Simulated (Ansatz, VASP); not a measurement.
**Two plane-wave programs on HfW**

```
Hf W
1.0
     0.00000    3.32558    3.32558
     3.32558    0.00000    3.32558
     3.32558    3.32558    0.00000
Hf W
2 2
Direct
  0.00000 0.00000 0.00000
  0.25000 0.25000 0.25000
  0.50000 0.50000 0.50000
  0.75000 0.75000 0.75000
```

Alike in both runs: functional PBE; k mesh 12 × 12 × 12; occupations gaussian, width 0.1 eV; no spin polarisation.

Ansatz relaxed the structure, and its values are those at the end. VASP's run is a single point on that final structure, the one shown.

|  | VASP | Ansatz |
| --- | --- | --- |
| version | VASP 6.6.1 | Ansatz 0.2.0 |
| potentials or method | VASP PAW PBE potentials, release 64 (Hf_pv, W_sv), cutoff 520 eV | scalar-relativistic, plane waves, PAW |
| valence electrons in the cell | 48 | 80 |

Ansatz gave:

| Quantity | Value |
| --- | --- |
| gap on the k mesh at the Fermi level (eV) | none |
| pressure (GPa) | 0.0 |

Task: Estimate VASP's values.

Result: gap on the k mesh at the Fermi level (eV): none; pressure (GPa): -0.4.

A gap of «none» marks a metal or a gap that the smearing closes. VASP's potentials hold 48 valence electrons a cell and Ansatz's 80, so a difference there can come from the potentials and not from the codes.

Neither program's run includes spin-orbit coupling.
